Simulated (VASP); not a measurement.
# SrAlH3 (Pm-3m) in VASP: notebook

Aim: see how the results for SrAlH3 move with the level of theory and the settings. Levels: RPBE, LDA, r2SCAN. Tasks: single point.

Everything below comes from runs of VASP 6.6.1. Logs are shortened: lines on timing, memory, paths and dates and some standing lists are left out, and cuts for length are marked.

## 1. The cell of the first run

The structure is cubic, space group Pm-3m (No. 221). Conventional cell: a = 4.585 Å, b = 4.585 Å, c = 4.585 Å, α = 90.00°, β = 90.00°, γ = 90.00°. Sr (site symmetry m-3m) has 6 H at 2.29 Å within 3.0 Å. Al (site symmetry m-3m) has 12 H at 3.24 Å and 8 Sr at 3.97 Å within 4.3 Å. Within 3.0 Å of H (site symmetry 4/mmm) lie 2 Sr at 2.29 Å.

## 2. Single point, RPBE

Contents of INCAR:

```
SYSTEM = SrAlH3
ALGO = Normal
EDIFF = 1E-6
ENCUT = 520
GGA = RP
ISIF = 2
ISMEAR = -1
LASPH = .True.
LCHARG = .False.
LREAL = .False.
LWAVE = .False.
NBANDS = 16
NELM = 60
PREC = Accurate
SIGMA = 0.15
```

Contents of KPOINTS:

```
k-points
0
Gamma
  5 5 5
  0 0 0
```

Contents of POSCAR:

```
SrAlH3
1.0
    4.5854620000      0.0000000000      0.0000000000
    0.0000000000      4.5854620000      0.0000000000
    0.0000000000      0.0000000000      4.5854620000
Sr Al H
1 1 3
Direct
    0.5000000000      0.5000000000      0.5000000000
    0.0000000000      0.0000000000      0.0000000000
    0.0000000000      0.5000000000      0.5000000000
    0.5000000000      0.0000000000      0.5000000000
    0.5000000000      0.5000000000      0.0000000000
```

Potentials or basis: VASP PAW PBE potentials, release 64 (Sr_sv, Al, H).

Started as:

```sh
> cat potpaw_PBE.64/Sr_sv/POTCAR potpaw_PBE.64/Al/POTCAR potpaw_PBE.64/H/POTCAR > POTCAR
> mpirun -np 1 vasp_std > vasp.out
```

OUTCAR:

```text
SYSTEM = SrAlH3
   EDIFF = 1E-6
   ENCUT = 520
   GGA = RP
   ISIF = 2
   ISMEAR = -1
   LASPH = .True.
   LREAL = .False.
   NELM = 60
   PREC = Accurate

 ion  position               nearest neighbor table
   1  0.500  0.500  0.500-   3 2.29   4 2.29   5 2.29   5 2.29   4 2.29   3 2.29   2 3.97   2 3.97
                             2 3.97   2 3.97   2 3.97   2 3.97   2 3.97   2 3.97
   2  0.000  0.000  0.000-   1 3.97   1 3.97   1 3.97   1 3.97   1 3.97   1 3.97   1 3.97   1 3.97

   3  0.000  0.500  0.500-   1 2.29   1 2.29
   4  0.500  0.000  0.500-   1 2.29   1 2.29
   5  0.500  0.500  0.000-   1 2.29   1 2.29

  LATTYP: Found a simple cubic cell.
 ALAT       =     4.5854620000

  Lattice vectors:

 A1 = (   4.5854620000,   0.0000000000,   0.0000000000)
 A2 = (   0.0000000000,   4.5854620000,   0.0000000000)
 A3 = (   0.0000000000,   0.0000000000,   4.5854620000)

Analysis of symmetry for initial positions (statically):
=====================================================================
 Subroutine PRICEL returns:
 Original cell was already a primitive cell.

 Routine SETGRP: Setting up the symmetry group for a
 simple cubic supercell.

 Subroutine GETGRP returns: Found 48 space group operations
 (whereof 48 operations were pure point group operations)
 out of a pool of 48 trial point group operations.

The static configuration has the point symmetry O_h .

Analysis of symmetry for dynamics (positions and initial velocities):
=====================================================================
 Subroutine PRICEL returns:
 Original cell was already a primitive cell.

 Routine SETGRP: Setting up the symmetry group for a
 simple cubic supercell.

 Subroutine GETGRP returns: Found 48 space group operations
 (whereof 48 operations were pure point group operations)
 out of a pool of 48 trial point group operations.

The dynamic configuration has the point symmetry O_h .

 Subroutine INISYM returns: Found 48 space group operations
 (whereof 48 operations are pure point group operations),
 and found     1 'primitive' translations

----------------------------------------------------------------------------------------

                                     Primitive cell

  volume of cell :      96.4160

  direct lattice vectors                    reciprocal lattice vectors
     4.585462000  0.000000000  0.000000000     0.218080534  0.000000000  0.000000000
     0.000000000  4.585462000  0.000000000     0.000000000  0.218080534  0.000000000
     0.000000000  0.000000000  4.585462000     0.000000000  0.000000000  0.218080534

  length of vectors
     4.585462000  4.585462000  4.585462000     0.218080534  0.218080534  0.218080534

  position of ions in fractional coordinates (direct lattice)
     0.500000000  0.500000000  0.500000000
     0.000000000  0.000000000  0.000000000
     0.000000000  0.500000000  0.500000000
     0.500000000  0.000000000  0.500000000
     0.500000000  0.500000000  0.000000000

  ion indices of the primitive-cell ions
   primitive index   ion index
                 1           1
                 2           2
                 3           3
                 4           4
                 5           5

----------------------------------------------------------------------------------------

 KPOINTS: k-points

Automatic generation of k-mesh.
 Grid dimensions read from file:
 generate k-points for:    5    5    5

 Generating k-lattice:

  Cartesian coordinates                     Fractional coordinates (reciprocal lattice)
     0.043616107  0.000000000  0.000000000     0.200000000  0.000000000  0.000000000
     0.000000000  0.043616107  0.000000000     0.000000000  0.200000000  0.000000000
     0.000000000  0.000000000  0.043616107     0.000000000  0.000000000  0.200000000

  Length of vectors
     0.043616107  0.043616107  0.043616107

  Shift w.r.t. Gamma in fractional coordinates (k-lattice)
     0.000000000  0.000000000  0.000000000

 Subroutine IBZKPT returns following result:
 ===========================================

 Found     10 irreducible k-points:

 Following reciprocal coordinates:
            Coordinates               Weight
  0.000000  0.000000  0.000000      1.000000
  0.200000  0.000000  0.000000      6.000000
  0.400000  0.000000  0.000000      6.000000
  0.200000  0.200000  0.000000     12.000000
  0.400000  0.200000  0.000000     24.000000
  0.400000  0.400000  0.000000     12.000000
  0.200000  0.200000  0.200000      8.000000
  0.400000  0.200000  0.200000     24.000000
  0.400000  0.400000  0.200000     24.000000
  0.400000  0.400000  0.400000      8.000000
   k-points           NKPTS =     10   k-points in BZ     NKDIM =     10   number of bands    NBANDS=     16
   number of dos      NEDOS =    301   number of ions     NIONS =      5
   total plane-waves  NPLWV =  46656
   dimension x,y,z NGX =    36 NGY =   36 NGZ =   36
   dimension x,y,z NGXF=    72 NGYF=   72 NGZF=   72
   ions per type =               1   1   3
   NGX,Y,Z   is equivalent  to a cutoff of  13.05, 13.05, 13.05 a.u.
   NGXF,Y,Z  is equivalent  to a cutoff of  26.10, 26.10, 26.10 a.u.
 SYSTEM =  SrAlH3
   PREC   = accura    normal or accurate (medium, high low for compatibility)
   ISTART =      0    job   : 0-new  1-cont  2-samecut
   ICHARG =      2    charge: 1-file 2-atom 10-const
   ISPIN  =      1    spin polarized calculation?
   LNONCOLLINEAR =      F non collinear calculations
   LSORBIT =      F    spin-orbit coupling
   LASPH  =      T    aspherical Exc in radial PAW
   ENCUT  =  520.0 eV  38.22 Ry    6.18 a.u.   8.53  8.53  8.53*2*pi/ulx,y,z
   NELM   =     60;   NELMIN=  2; NELMDL= -5     # of ELM steps
   EDIFF  = 0.1E-05   stopping-criterion for ELM
   LREAL  =      F    real-space projection
   EDIFFG = 0.1E-04   stopping-criterion for IOM
   NSW    =      0    number of steps for IOM
   IBRION =     -1    ionic relax: 0-MD 1-quasi-New 2-CG
   NFREE  =      0    steps in history (QN), initial steepest desc. (CG)
   ISIF   =      2    stress and relaxation
   ISYM   =      2    0-nonsym 1-usesym 2-fastsym
   POTIM  = 0.5000    time-step for ionic-motion
   TEBEG  =    0.0;   TEEND  =   0.0 temperature during run
   PSTRESS=    0.0 pullay stress
   NELECT =      16.0000    total number of electrons
   NUPDOWN=      -1.0000    fix difference up-down
   EMIN   =  10.00;   EMAX   =-10.00  energy-range for DOS
   EFERMI =   0.00;   METHOD = LEGACY
   ISMEAR =    -1;   SIGMA  =   0.15  broadening in eV -4-tet -1-fermi 0-gaus
   EFERMI_NEDOS =   21; number of points for ismear=-14 and -15
   IALGO  =     38    algorithm
   IMIX   =      4    mixing-type and parameters
     AMIX     =   0.40;   BMIX     =  1.00
     AMIX_MAG =   1.60;   BMIX_MAG =  1.00
  volume/ion in A,a.u.               =      19.28       130.13
  Fermi-wavevector in a.u.,A,eV,Ry     =   0.899632  1.700059 11.011717  0.809338
  Thomas-Fermi vector in A             =   2.022490
   LORBIT       =      0    0 simple, 1 ext, 2 COOP (PROOUT), +10 PAW based schemes
   GGA     = RP    functional components
   LHFCALC =     F    Hartree Fock is set to
   AEXX    =    0.0000 exact exchange contribution
   IVDW    =     0    specifies the selected vdW correction
   LEPSILON=     F    determine dielectric tensor
   LRPA    =     F    only Hartree local field effects (RPA)
 non-spin polarized calculation
  energy-cutoff  :      520.00
  volume of cell :       96.42
 maximum number of plane-waves:      2614
 NGX is ok and might be reduce to    36
   NGX = 17   NGY = 17   NGZ = 17

 number of electron      16.0000003 magnetization

 Free energy of the ion-electron system (eV)
  ---------------------------------------------------
  ext. energy  EPLUGINS =         0.00000000
  ---------------------------------------------------
  free energy    TOTEN  =       -13.58960737 eV

  energy without entropy =      -13.56873127  energy(sigma->0) =      -13.57916932

 E-fermi :   0.5900     XC(G=0):  -7.5547

 val. band max:        0.3399975885   @ k =   0.4000   0.0000   0.0000
 cond. band min:       0.9700665129   @ k =   0.4000   0.4000   0.4000
 fundamental gap:      0.6300689245
 Fermi energy:         0.5900301582

 k-point     1 :       0.0000    0.0000    0.0000
  band No.  band energies     occupation
      1     -33.1436      2.00000
      2     -15.2053      2.00000
      3     -15.2052      2.00000
      4     -15.2052      2.00000
      5      -5.0521      2.00000
      6      -1.4414      2.00000
[... 8 lines left out ...]
     15       7.8891      0.00000
     16       7.8891      0.00000

 k-point     2 :       0.2000    0.0000    0.0000
  band No.  band energies     occupation
      1     -33.1425      2.00000
      2     -15.2495      2.00000
      3     -15.2033      2.00000
      4     -15.2033      2.00000
      5      -4.7668      2.00000
      6      -1.6029      2.00000
[... 8 lines left out ...]
     15       6.9730      0.00000
     16       8.6459      0.00000

 k-point     3 :       0.4000    0.0000    0.0000
  band No.  band energies     occupation
      1     -33.1407      2.00000
      2     -15.3194      2.00000
      3     -15.2001      2.00000
      4     -15.2001      2.00000
      5      -4.0116      2.00000
      6      -2.6483      2.00000
[... 8 lines left out ...]
     15       6.9342      0.00000
     16       7.2948      0.00000

 k-point     4 :       0.2000    0.2000    0.0000
  band No.  band energies     occupation
      1     -33.1414      2.00000
      2     -15.2481      2.00000
      3     -15.2460      2.00000
      4     -15.2013      2.00000
      5      -4.4949      2.00000
      6      -1.5175      2.00000
[... 8 lines left out ...]
     15       7.6722      0.00000
     16       7.9895      0.00000
[... 58 lines left out ...]
 k-point     8 :       0.4000    0.2000    0.2000
  band No.  band energies     occupation
      1     -33.1384      2.00000
      2     -15.3134      2.00000
      3     -15.2417      2.00000
      4     -15.2402      2.00000
      5      -3.5816      2.00000
      6      -2.1109      2.00000
[... 8 lines left out ...]
     15       7.3215      0.00000
     16       8.0139      0.00000

 k-point     9 :       0.4000    0.4000    0.2000
  band No.  band energies     occupation
      1     -33.1366      2.00000
      2     -15.3090      2.00000
      3     -15.3083      2.00000
      4     -15.2374      2.00000
      5      -3.0970      2.00000
      6      -1.6577      2.00000
[... 8 lines left out ...]
     15       7.1688      0.00000
     16       7.4014      0.00000

 k-point    10 :       0.4000    0.4000    0.4000
  band No.  band energies     occupation
      1     -33.1348      2.00000
      2     -15.3049      2.00000
      3     -15.3040      2.00000
      4     -15.3040      2.00000
      5      -2.6845      2.00000
      6      -0.9997      1.99995
[... 8 lines left out ...]
     15       7.1807      0.00000
     16       7.7553      0.00000

------------------------ aborting loop because EDIFF is reached ----------------------------------------

  FORCE on cell =-STRESS in cart. coord.  units (eV):
  Direction    XX          YY          ZZ          XY          YZ          ZX
  --------------------------------------------------------------------------------------
  -------------------------------------------------------------------------------------
  Total        0.6883527      0.6883527      0.6883527      0.0000000     -0.0000000     -0.0000000
  in kB       11.4385849     11.4385849     11.4385849      0.0000000     -0.0000000     -0.0000000
  external PRESSURE =      11.4385849 kB  Pullay stress =       0.0000000 kB

 VOLUME and BASIS-vectors are now :
 -----------------------------------------------------------------------------
  energy-cutoff  :      520.00
  volume of cell :       96.42
      direct lattice vectors                 reciprocal lattice vectors
     4.585462000  0.000000000  0.000000000     0.218080534  0.000000000  0.000000000
     0.000000000  4.585462000  0.000000000     0.000000000  0.218080534  0.000000000
     0.000000000  0.000000000  4.585462000     0.000000000  0.000000000  0.218080534

 POSITION                                       TOTAL-FORCE (eV/Angst)
 -----------------------------------------------------------------------------------
      2.29273      2.29273      2.29273         0.000000      0.000000      0.000000
      0.00000      0.00000      0.00000         0.000000      0.000000      0.000000
      0.00000      2.29273      2.29273         0.000000      0.000000      0.000000
      2.29273      0.00000      2.29273         0.000000      0.000000      0.000000
      2.29273      2.29273      0.00000         0.000000      0.000000      0.000000
 -----------------------------------------------------------------------------------
    total drift:                                0.000000      0.000000      0.000000

  FREE ENERGIE OF THE ION-ELECTRON SYSTEM (eV)
  ---------------------------------------------------
  free  energy   TOTEN  =       -13.5896073732 eV

  energy  without entropy=      -13.5687312672  energy(sigma->0) =      -13.57916932
```

Wall time 13 s (1 thread of Intel Xeon Platinum 8488C (Sapphire Rapids), shared host); peak memory 0.21 GiB.

What came out:

```
Free energy            : -13.5896 eV
Pressure               : 1.1 GPa
Band gap on the k mesh : 0.63 eV, indirect (least direct gap 1.67 eV)
```

Caveat: the PAW data sets were made with another functional, which shifts forces and pressure a little.

## 3. Single point, LDA

Contents of INCAR:

```
PREC = Accurate ; ENCUT = 520
EDIFF = 1E-7 ; ISMEAR = -1
SIGMA = 0.15 ; LREAL = False
LASPH = True ; NELM = 100
ALGO = Normal ; ISIF = 2
LWAVE = False ; LCHARG = True
LELF = True ; LVHAR = True
NBANDS = 16
```

Contents of KPOINTS:

```
Automatic mesh
0
Gamma
  5 5 5
```

POSCAR is that of step 2.

Potentials or basis: VASP PAW LDA potentials, release 64 (Sr_sv, Al, H).

Started as:

```sh
> cat potpaw_LDA.64/Sr_sv/POTCAR potpaw_LDA.64/Al/POTCAR potpaw_LDA.64/H/POTCAR > POTCAR
> mpirun -np 1 vasp_std > vasp.out
```

It took 11 s on 1 thread of Intel Xeon Platinum 8488C (Sapphire Rapids), shared host; peak memory 0.17 GiB.

It converged, with:

```
Free energy            : -14.9970 eV
Pressure               : -2.1 GPa
Band gap on the k mesh : 0.42 eV, indirect (least direct gap 1.50 eV)
```

Levels at points of the mesh, in eV from the valence-band top:
```tsv
k point	band 4	band 5	band 6	band 7	band 8	band 9	band 10	band 11	band 12	band 13
(0.00, 0.00, 0.00)	-15.64	-5.54	-1.85	-1.85	-0.23	2.25	2.25	2.25	5.75	5.75
```

A k mesh can miss the band edges. LDA gaps usually lie below the measured ones, often by a third to a half.

## 4. Single point, r2SCAN

POSCAR is that of step 3.

Contents of INCAR.step1:

```
PREC = Accurate
ENCUT = 520
ISMEAR = -1
SIGMA = 0.15
LREAL = False
LASPH = True
NELM = 80
NBANDS = 16
GGA = PE
ALGO = Normal
EDIFF = 1E-4
LWAVE = True
LCHARG = False
```

Contents of INCAR.step2:

```
PREC = Accurate
ENCUT = 520
EDIFF = 1E-7
ISMEAR = -1
SIGMA = 0.15
LREAL = False
LASPH = True
NELM = 80
ALGO = Normal
ISIF = 2
LWAVE = False
LCHARG = False
METAGGA = R2SCAN
LMIXTAU = True
NBANDS = 16
ISTART = 1
```

Contents of KPOINTS:

```
regular mesh
0
Gamma
  5 5 5
```

Potentials or basis: VASP PAW PBE potentials, release 64 (Sr_sv, Al, H).

Started as:

```sh
> cat potpaw_PBE.64/Sr_sv/POTCAR potpaw_PBE.64/Al/POTCAR potpaw_PBE.64/H/POTCAR > POTCAR
> cp INCAR.step1 INCAR
> mpirun -np 1 vasp_std > vasp.out
> cp INCAR.step2 INCAR
> mpirun -np 1 vasp_std > vasp.out
```

Wall time 44 s (1 thread of Intel Xeon Platinum 8488C (Sapphire Rapids), shared host); peak memory 0.22 GiB.

The run converged. Its results:

| Property | Result |
| --- | --- |
| Free energy | -30.6086 eV |
| Pressure | 0.2 GPa |
| Band gap on the k mesh | 0.75 eV, indirect (least direct gap 1.87 eV) |

Levels at points of the mesh, in eV from the valence-band top:
```tsv
k point	band 4	band 5	band 6	band 7	band 8	band 9	band 10	band 11	band 12	band 13
(0.00, 0.00, 0.00)	-16.10	-5.62	-1.88	-1.88	-0.09	2.54	2.54	2.54	6.66	6.66
```

Caveat: the PAW data sets were made with another functional, which shifts forces and pressure a little. r2SCAN opens gaps a little over a GGA but as a rule still falls short of measured ones.

## 5. Summary

```csv
level,potentials or basis,gap on the mesh (eV),pressure (GPa)
RPBE,"VASP PAW PBE potentials, release 64 (Sr_sv, Al, H)",0.63,1.1
LDA,"VASP PAW LDA potentials, release 64 (Sr_sv, Al, H)",0.42,-2.1
r2SCAN,"VASP PAW PBE potentials, release 64 (Sr_sv, Al, H)",0.75,0.2
```

Alike in all rows: task single point; no spin polarisation; cell as given; k mesh 5 × 5 × 5; cutoff (eV) 520; smearing fermi-dirac 0.15 eV.

Caveats: the PAW data sets were made with another functional, which shifts forces and pressure a little (some runs).

Absolute energies hang on the potentials; compare differences alone.
